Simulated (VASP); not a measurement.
# WSe2 (C2) in VASP: a series of runs

WSe2 is run at these levels: PBE+D3(BJ); tasks: single point.

Program: VASP 6.6.1. These are calculated values, not measurements. Logs are shortened: lines on timing, memory, paths and dates and some standing lists are left out, and cuts for length are marked.

## Step 1: The cell of the first run

It takes space group C2 (No. 5, monoclinic). Conventional cell: a = 3.279 Å, b = 5.679 Å, c = 14.054 Å, α = 90.00°, β = 94.46°, γ = 90.00°. W (site symmetry 1) has 6 Se at 2.53 Å and 6 W at 3.28 Å within 3.3 Å. Se (site symmetry 1) has 3 W at 2.53 Å and 6 Se at 3.28 Å within 3.3 Å. Se (site symmetry 1) has 3 W at 2.53 Å and 6 Se at 3.28 Å within 3.3 Å.

## Step 2: Single point, PBE+D3(BJ)

INCAR

```
SYSTEM = WSe2
PREC = Accurate ; ENCUT = 520
EDIFF = 1E-6 ; ISMEAR = 0
SIGMA = 0.05 ; LREAL = .False.
LASPH = .True. ; NELM = 80
ALGO = Normal ; ISIF = 2
LWAVE = .False. ; LCHARG = .True.
GGA = PE ; IVDW = 12
LELF = .True. ; LVHAR = .True.
NBANDS = 35
```

KPOINTS

```
Automatic mesh
0
Gamma
  9 9 2
  0 0 0
```

POSCAR

```
WSe2
1.0
   -3.2789854852      0.0000000000      0.0000000000
   -1.6394927426     -2.8396847288      0.0000000000
   -0.5464975809     -0.9465615763     14.0112373504
W Se
2 4
Direct
    0.0000000000     -0.2500000000      0.7500000000
    0.0000000000     -0.0833333333      0.2500000000
    0.3333333333      0.0432411913      0.8702764262
    0.3333333333      0.2099078579      0.3702764262
    0.3333333333      0.2900921421      0.1297235738
    0.3333333333      0.1234254754      0.6297235738
```

Potentials or basis: VASP PAW PBE potentials, release 64 (W_sv, Se).

On the command line:

```
$ cat potpaw_PBE.64/W_sv/POTCAR potpaw_PBE.64/Se/POTCAR > POTCAR
$ mpirun -np 1 vasp_std > vasp.out
```

OUTCAR:

```text
SYSTEM = WSe2
   PREC = Accurate
   ENCUT = 520
   EDIFF = 1E-6
   ISMEAR = 0
   LREAL = .False.
   LASPH = .True.
   NELM = 80
   ISIF = 2
   GGA = PE
   IVDW = 12
 IVDW          = 12

 ion  position               nearest neighbor table
   1  0.000  0.750  0.750-   3 2.53   6 2.53   6 2.53   3 2.53   3 2.53   6 2.53
   2  0.000  0.917  0.250-   4 2.53   5 2.53   5 2.53   4 2.53   5 2.53   4 2.53
   3  0.333  0.043  0.870-   1 2.53   1 2.53   1 2.53
   4  0.333  0.210  0.370-   2 2.53   2 2.53   2 2.53
   5  0.333  0.290  0.130-   2 2.53   2 2.53   2 2.53
   6  0.333  0.123  0.630-   1 2.53   1 2.53   1 2.53

  LATTYP: Found a base centered monoclinic cell.
 ALAT       =     3.2789854852
 B/A-ratio  =     1.7320508076
 C/A-ratio  =     4.2860220617
 COS(beta)  =    -0.0777721926

  Lattice vectors:

 A1 = (   3.2789854852,   0.0000000000,   0.0000000000)
 A2 = (  -1.6394927426,   2.8396847288,   0.0000000000)
 A3 = (  -0.5464975809,  -0.9465615763,  14.0112373504)

Analysis of symmetry for initial positions (statically):
=====================================================================
 Subroutine PRICEL returns:
 Original cell was already a primitive cell.

 Routine SETGRP: Setting up the symmetry group for a
 base centered monoclinic supercell.

 Subroutine GETGRP returns: Found  2 space group operations
 (whereof  1 operations were pure point group operations)
 out of a pool of  4 trial point group operations.

The static configuration has the point symmetry C_1 .
 The point group associated with its full space group is C_2 .

Analysis of symmetry for dynamics (positions and initial velocities):
=====================================================================
 Subroutine PRICEL returns:
 Original cell was already a primitive cell.

 Routine SETGRP: Setting up the symmetry group for a
 base centered monoclinic supercell.

 Subroutine GETGRP returns: Found  2 space group operations
 (whereof  1 operations were pure point group operations)
 out of a pool of  4 trial point group operations.

The dynamic configuration has the point symmetry C_1 .
 The point group associated with its full space group is C_2 .

 Subroutine INISYM returns: Found  2 space group operations
 (whereof  1 operations are pure point group operations),
 and found     1 'primitive' translations

----------------------------------------------------------------------------------------

                                     Primitive cell

  volume of cell :     130.4626

  direct lattice vectors                    reciprocal lattice vectors
    -3.278985485  0.000000000  0.000000000    -0.304972378  0.176075884 -0.000000000
    -1.639492743 -2.839684729  0.000000000     0.000000000 -0.352151769 -0.023790428
    -0.546497581 -0.946561576 14.011237350     0.000000000  0.000000000  0.071371284

  length of vectors
     3.278985485  3.278985485 14.053804130     0.352151769  0.352954463  0.071371284

  position of ions in fractional coordinates (direct lattice)
     0.000000000  0.750000000  0.750000000
     0.000000000  0.916666667  0.250000000
     0.333333333  0.043241191  0.870276426
     0.333333333  0.209907858  0.370276426
     0.333333333  0.290092142  0.129723574
     0.333333333  0.123425475  0.629723574

  ion indices of the primitive-cell ions
   primitive index   ion index
                 1           1
                 2           2
                 3           3
                 4           4
                 5           5
                 6           6

----------------------------------------------------------------------------------------

 KPOINTS: Automatic mesh

Automatic generation of k-mesh.
 Grid dimensions read from file:
 generate k-points for:    9    9    2

 Generating k-lattice:

  Cartesian coordinates                     Fractional coordinates (reciprocal lattice)
    -0.033885820  0.019563987 -0.000000000     0.111111111  0.000000000  0.000000000
     0.000000000 -0.039127974 -0.002643381     0.000000000  0.111111111  0.000000000
     0.000000000  0.000000000  0.035685642     0.000000000  0.000000000  0.500000000

  Length of vectors
     0.039127974  0.039217163  0.035685642

  Shift w.r.t. Gamma in fractional coordinates (k-lattice)
     0.000000000  0.000000000  0.000000000

 Subroutine IBZKPT returns following result:
 ===========================================

 Found     50 irreducible k-points:

 Following reciprocal coordinates:
            Coordinates               Weight
  0.000000  0.000000  0.000000      1.000000
  0.111111  0.000000 -0.000000      2.000000
  0.222222  0.000000  0.000000      2.000000
  0.333333  0.000000 -0.000000      2.000000
  0.444444  0.000000  0.000000      2.000000
  0.000000  0.111111 -0.000000      4.000000
[... 16 lines left out ...]
  0.222222  0.444444  0.000000      2.000000
 -0.444444  0.444444  0.000000      4.000000
 [... further k-points ...]
   k-points           NKPTS =     50   k-points in BZ     NKDIM =     50   number of bands    NBANDS=     35
   number of dos      NEDOS =    301   number of ions     NIONS =      6
   total plane-waves  NPLWV =  62208
   dimension x,y,z NGX =    24 NGY =   24 NGZ =  108
   dimension x,y,z NGXF=    48 NGYF=   48 NGZF=  216
   ions per type =               2   4
   NGX,Y,Z   is equivalent  to a cutoff of  12.17, 12.17, 12.78 a.u.
   NGXF,Y,Z  is equivalent  to a cutoff of  24.34, 24.34, 25.55 a.u.
 SYSTEM =  WSe2
   PREC   = accura    normal or accurate (medium, high low for compatibility)
   ISTART =      0    job   : 0-new  1-cont  2-samecut
   ICHARG =      2    charge: 1-file 2-atom 10-const
   ISPIN  =      1    spin polarized calculation?
   LNONCOLLINEAR =      F non collinear calculations
   LSORBIT =      F    spin-orbit coupling
   LASPH  =      T    aspherical Exc in radial PAW
   ENCUT  =  520.0 eV  38.22 Ry    6.18 a.u.   6.10  6.10 26.13*2*pi/ulx,y,z
   NELM   =     80;   NELMIN=  2; NELMDL= -5     # of ELM steps
   EDIFF  = 0.1E-05   stopping-criterion for ELM
   LREAL  =      F    real-space projection
   EDIFFG = 0.1E-04   stopping-criterion for IOM
   NSW    =      0    number of steps for IOM
   IBRION =     -1    ionic relax: 0-MD 1-quasi-New 2-CG
   NFREE  =      0    steps in history (QN), initial steepest desc. (CG)
   ISIF   =      2    stress and relaxation
   ISYM   =      2    0-nonsym 1-usesym 2-fastsym
   POTIM  = 0.5000    time-step for ionic-motion
   TEBEG  =    0.0;   TEEND  =   0.0 temperature during run
   PSTRESS=    0.0 pullay stress
   NELECT =      52.0000    total number of electrons
   NUPDOWN=      -1.0000    fix difference up-down
   EMIN   =  10.00;   EMAX   =-10.00  energy-range for DOS
   EFERMI =   0.00;   METHOD = LEGACY
   ISMEAR =     0;   SIGMA  =   0.05  broadening in eV -4-tet -1-fermi 0-gaus
   EFERMI_NEDOS =   21; number of points for ismear=-14 and -15
   IALGO  =     38    algorithm
   IMIX   =      4    mixing-type and parameters
     AMIX     =   0.40;   BMIX     =  1.00
     AMIX_MAG =   1.60;   BMIX_MAG =  1.00
  volume/ion in A,a.u.               =      21.74       146.73
  Fermi-wavevector in a.u.,A,eV,Ry     =   1.204797  2.276736 19.749347  1.451536
  Thomas-Fermi vector in A             =   2.340512
   LORBIT       =      0    0 simple, 1 ext, 2 COOP (PROOUT), +10 PAW based schemes
   GGA     = PE    functional components
   LHFCALC =     F    Hartree Fock is set to
   AEXX    =    0.0000 exact exchange contribution
   IVDW    =    12    specifies the selected vdW correction
   LEPSILON=     F    determine dielectric tensor
   LRPA    =     F    only Hartree local field effects (RPA)
 non-spin polarized calculation
 Gauss-broadening in eV      SIGMA  =   0.05
  energy-cutoff  :      520.00
  volume of cell :      130.46
 maximum number of plane-waves:      3553
   NGX = 13   NGY = 13   NGZ = 53

 number of electron      52.0000004 magnetization

 Free energy of the ion-electron system (eV)
  ---------------------------------------------------
  ext. energy  EPLUGINS =         0.00000000
  ---------------------------------------------------
  free energy    TOTEN  =       -43.14209074 eV

  energy without entropy =      -43.14209074  energy(sigma->0) =      -43.14209074

 E-fermi :   5.6307     XC(G=0): -10.2346

 val. band max:        5.2785701430   @ k =   0.0000   0.0000   0.0000
 cond. band min:       6.6413772747   @ k =   0.3333   0.1111  -0.0000
 fundamental gap:      1.3628071317
 Fermi energy:         5.6306660307

 k-point     1 :       0.0000    0.0000    0.0000
  band No.  band energies     occupation
      1     -68.7970      2.00000
      2     -68.7969      2.00000
      3     -33.0500      2.00000
      4     -33.0500      2.00000
      5     -32.9074      2.00000
      6     -32.9074      2.00000
[... 27 lines left out ...]
     34       8.4371      0.00000
     35       9.9030      0.00000

 k-point     2 :       0.1111    0.0000   -0.0000
  band No.  band energies     occupation
      1     -68.7957      2.00000
      2     -68.7957      2.00000
      3     -33.0446      2.00000
      4     -33.0446      2.00000
      5     -32.9355      2.00000
      6     -32.9355      2.00000
[... 27 lines left out ...]
     34       8.5554      0.00000
     35      10.7910      0.00000

 k-point     3 :       0.2222    0.0000    0.0000
  band No.  band energies     occupation
      1     -68.7925      2.00000
      2     -68.7925      2.00000
      3     -33.0309      2.00000
      4     -33.0309      2.00000
      5     -33.0068      2.00000
      6     -33.0068      2.00000
[... 27 lines left out ...]
     34       9.1108      0.00000
     35      11.4211      0.00000
[... 723 lines left out ...]
 k-point    23 :       0.2222    0.4444    0.0000
  band No.  band energies     occupation
      1     -68.7873      2.00000
      2     -68.7873      2.00000
      3     -33.0915      2.00000
      4     -33.0915      2.00000
      5     -33.0084      2.00000
      6     -33.0084      2.00000
[... 27 lines left out ...]
     34      10.0245      0.00000
     35      11.4084      0.00000

 k-point    24 :      -0.4444    0.4444    0.0000
  band No.  band energies     occupation
      1     -68.7859      2.00000
      2     -68.7859      2.00000
      3     -33.1368      2.00000
      4     -33.1364      2.00000
      5     -33.0024      2.00000
      6     -33.0024      2.00000
[... 27 lines left out ...]
     34       9.4935      0.00000
     35       9.7453      0.00000

 [... further k-points ...]

------------------------ aborting loop because EDIFF is reached ----------------------------------------

 Edisp (eV)   -2.59298

 E8    (eV) :    -1.1565

  FORCE on cell =-STRESS in cart. coord.  units (eV):
  Direction    XX          YY          ZZ          XY          YZ          ZX
  --------------------------------------------------------------------------------------
  -------------------------------------------------------------------------------------
  Total       0.20051     0.23485    -0.12519     0.02973    -0.12662    -0.07310
  in kB       2.46247     2.88412    -1.53743     0.36516    -1.55499    -0.89777
  external pressure =        1.27 kB  Pullay stress =        0.00 kB

 VOLUME and BASIS-vectors are now :
 -----------------------------------------------------------------------------
  energy-cutoff  :      520.00
  volume of cell :      130.46
      direct lattice vectors                 reciprocal lattice vectors
    -3.278985485  0.000000000  0.000000000    -0.304972378  0.176075884 -0.000000000
    -1.639492743 -2.839684729  0.000000000     0.000000000 -0.352151769 -0.023790428
    -0.546497581 -0.946561576 14.011237350     0.000000000  0.000000000  0.071371284

 POSITION                                       TOTAL-FORCE (eV/Angst)
 -----------------------------------------------------------------------------------
     -1.63949     -2.83968     10.50843         0.004169      0.006065      0.018172
     -1.63949     -2.83968      3.50281        -0.003168     -0.006643     -0.018172
     -1.63949     -0.94656     12.19365         0.012205      0.024170      0.128367
     -1.63949     -0.94656      5.18803         0.001112      0.000052      0.046577
     -1.63949     -0.94656      1.81759        -0.014829     -0.022655     -0.128367
     -1.63949     -0.94656      8.82321         0.000511     -0.000989     -0.046577
 -----------------------------------------------------------------------------------
    total drift:                                0.000145     -0.000084     -0.000000

  FREE ENERGIE OF THE ION-ELECTRON SYSTEM (eV)
  ---------------------------------------------------
  free  energy   TOTEN  =       -45.7350738492 eV

  energy  without entropy=      -45.7350738492  energy(sigma->0) =      -45.73507385
```

Wall time 2.5 min (1 thread of AMD EPYC 9R45 (Zen 5), shared host); peak memory 0.33 GiB.

What came out:

- Free energy: -45.7351 eV
- Pressure: 0.1 GPa
- Largest force: 0.131 eV/Å
- Band gap on the k mesh: 1.36 eV, indirect (least direct gap 1.65 eV)
- Dispersion energy per atom: -0.432 eV

Forces in eV/Å, atoms in the order of the input:
```
W    0.004  0.006  0.018
W   -0.003 -0.007 -0.018
Se   0.012  0.024  0.128
Se   0.001  0.000  0.047
Se  -0.015 -0.023 -0.128
Se   0.001 -0.001 -0.047
```

Caveat: spin-orbit coupling is left out, which moves the levels of the heavy elements. PBE gaps usually lie below the measured ones, often by a third to a half.

## Step 3: Single point, PBE+D3(BJ)

INCAR

```
ALGO = Normal
EDIFF = 1E-6
ENCUT = 520
GGA = PE
ISIF = 2
ISMEAR = 0
IVDW = 12
LASPH = True
LCHARG = False
LREAL = False
LWAVE = False
NBANDS = 35
NELM = 100
PREC = Accurate
SIGMA = 0.05
```

KPOINTS

```
k-points
0
Gamma
  9 9 2
```

POSCAR

```
WSe2
1.0
   -3.2789854852      0.0000000000      0.0000000000
   -1.6394927426     -2.8396847288      0.0000000000
   -0.2732487904     -0.4732807881     14.0112373504
W Se
2 4
Direct
    0.0000000000     -0.1250000000      0.7500000000
    0.0000000000     -0.0416666667      0.2500000000
    0.3333333333      0.1882872623      0.8702764262
    0.3333333333      0.2716205956      0.3702764262
    0.3333333333      0.3117127377      0.1297235738
    0.3333333333      0.2283794044      0.6297235738
```

Potentials or basis: VASP PAW PBE potentials, release 64 (W_sv, Se).

On the command line:

```
$ cat potpaw_PBE.64/W_sv/POTCAR potpaw_PBE.64/Se/POTCAR > POTCAR
$ mpirun -np 1 vasp_std > vasp.out
```

Run time: 2.5 min. Hardware: 1 thread of AMD EPYC 9R45 (Zen 5), shared host; peak memory 0.33 GiB.

Results (log left out):

| Quantity | Value |
| --- | --- |
| Free energy | -45.7142 eV |
| Pressure | 0.2 GPa |
| Largest force | 0.081 eV/Å |
| Band gap on the k mesh | 1.34 eV, indirect (least direct gap 1.64 eV) |
| Dispersion energy per atom | -0.432 eV |

Forces in eV/Å, atoms in the order of the input:
```
W    0.004  0.006  0.006
W   -0.004 -0.007 -0.006
Se   0.014  0.025  0.076
Se   0.001  0.000  0.048
Se  -0.015 -0.024 -0.076
Se   0.000 -0.001 -0.048
```

Stress tensor (GPa, compression positive):
```
 0.26  0.01 -0.09
 0.01  0.27 -0.16
-0.09 -0.16  0.20
```

Levels at points of the mesh, in eV from the valence-band top:
| k point | band 22 | band 23 | band 24 | band 25 | band 26 | band 27 | band 28 | band 29 | band 30 | band 31 |
| --- | --- | --- | --- | --- | --- | --- | --- | --- | --- | --- |
| (0.00, 0.00, 0.00) | -1.23 | -1.21 | -1.21 | -0.90 | 0.00 | 2.90 | 2.91 | 2.98 | 2.99 | 3.04 |
| (0.00, 0.00, 0.50) | -1.22 | -1.22 | -1.22 | -0.27 | -0.26 | 2.92 | 2.93 | 2.93 | 2.95 | 3.09 |

Caveat: spin-orbit coupling is left out, which moves the levels of the heavy elements. A k mesh can miss the band edges.

## Step 4: Single point, PBE+D3(BJ)

INCAR

```
PREC = Accurate ; ENCUT = 520
EDIFF = 1E-6 ; ISMEAR = 0
SIGMA = 0.05 ; LREAL = F
LASPH = T ; NELM = 80
ALGO = Normal ; ISIF = 2
LWAVE = F ; LCHARG = F
GGA = PE ; IVDW = 12
NBANDS = 35
```

KPOINTS

```
Automatic mesh
0
Gamma
  9 9 2
```

POSCAR

```
WSe2
1.0
   -3.2789854852      0.0000000000      0.0000000000
   -1.6394927426     -2.8396847288      0.0000000000
   -0.1366243952     -0.2366403941     14.0112373504
W Se
2 4
Direct
    0.0000000000     -0.0625000000      0.7500000000
    0.0000000000     -0.0208333333      0.2500000000
    0.3333333333      0.2608102978      0.8702764262
    0.3333333333      0.3024769645      0.3702764262
    0.3333333333      0.3225230355      0.1297235738
    0.3333333333      0.2808563688      0.6297235738
```

On the command line:

```
$ cat potpaw_PBE.64/W_sv/POTCAR potpaw_PBE.64/Se/POTCAR > POTCAR
$ mpirun -np 1 vasp_std > vasp.out
```

It took 2.4 min on 1 thread of AMD EPYC 9R45 (Zen 5), shared host; peak memory 0.33 GiB.

The run converged. Its results:

```yaml
Free_energy: -45.7063 eV
Pressure: 0.3 GPa
Largest_force: 0.058 eV/Å
Band_gap_on_the_k_mesh: 1.33 eV
Dispersion_energy_per_atom: -0.432 eV
```

Forces in eV/Å, atoms in the order of the input:
```
W    0.002  0.004  0.002
W   -0.002 -0.004 -0.002
Se   0.008  0.014  0.056
Se   0.000  0.000  0.048
Se  -0.008 -0.014 -0.056
Se   0.000  0.000 -0.048
```

Stress tensor (GPa, compression positive):
```
 0.26  0.00 -0.05
 0.00  0.26 -0.09
-0.05 -0.09  0.34
```

Levels at points of the mesh, in eV from the valence-band top:
```tsv
k point	band 23	band 24	band 25	band 26	band 27	band 28	band 29	band 30
(0.00, 0.00, 0.00)	-1.21	-1.21	-0.91	0.00	2.89	2.90	2.98	2.99
(0.00, 0.00, 0.50)	-1.22	-1.22	-0.27	-0.26	2.92	2.92	2.93	2.93
```

Caveat: spin-orbit coupling is left out, which moves the levels of the heavy elements.

## Step 5: The runs side by side

| cell | gap on the mesh (eV) | pressure (GPa) | largest force (eV/Å) |
| --- | --- | --- | --- |
| a = 3.279, b = 3.279, c = 14.054 Å, angles 85.5, 87.8, 60.0°, 6 atoms | 1.36 | 0.1 | 0.13 |
| a = 3.279, b = 3.279, c = 14.022 Å, angles 87.8, 88.9, 60.0°, 6 atoms | 1.34 | 0.2 | 0.08 |
| a = 3.279, b = 3.279, c = 14.014 Å, angles 88.9, 89.4, 60.0°, 6 atoms | 1.33 | 0.3 | 0.06 |

Alike in all rows: task single point; level PBE+D3(BJ); potentials or basis VASP PAW PBE potentials, release 64 (W_sv, Se); no spin polarisation; k mesh 9 × 9 × 2; cutoff (eV) 520; smearing gaussian 0.05 eV.

Caveats: spin-orbit coupling is left out, which moves the levels of the heavy elements.

Total energies depend on the potentials used, so only differences within one code and one set of settings carry meaning.
